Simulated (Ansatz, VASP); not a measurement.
Two plane-wave programs on TiB

```xyz
4
Lattice="2.9713 0.0000 0.0000 -1.4856 2.5732 0.0000 0.0000 0.0000 4.8521" Properties=species:S:1:pos:R:3 pbc="T T T"
Ti    0.0000    0.0000    0.0000
Ti    0.0000    1.7155    2.4260
B     0.0000    0.0000    1.8195
B     0.0000    1.7155    4.2455
```

Alike in both runs: task relaxation of cell and atoms; functional PBEsol; k mesh 6 × 6 × 4; occupations gaussian, width 0.1 eV; no spin polarisation.

|  | VASP | Ansatz |
| --- | --- | --- |
| version | VASP 6.6.1 | Ansatz 0.2.0 |
| potentials or method | VASP PAW PBE potentials, release 64 (Ti_sv, B), cutoff 600 eV | scalar-relativistic, plane waves, PAW |
| valence electrons in the cell | 30 | 30 |

Ansatz gave:

| Quantity | Value |
| --- | --- |
| gap on the k mesh at the Fermi level, each at its own relaxed structure (eV) | none |
| relaxed volume (Å³/atom) | 14.03 |
| relaxed cell length with the largest relative difference (Å) | 3.831 |

**Question.** Estimate VASP's values.

**Answer.** gap on the k mesh at the Fermi level, each at its own relaxed structure (eV): none; relaxed volume (Å³/atom): 13.96; relaxed cell length with the largest relative difference (Å): 3.818.

VASP's potentials were made for PBE, not for PBEsol. A gap of «none» marks a metal or a gap that the smearing closes.

The k mesh is coarse, so the values compare programs but aren't converged. Noted on VASP's run: the volume moved by over 15 % at a fixed basis, so the end points are rough.
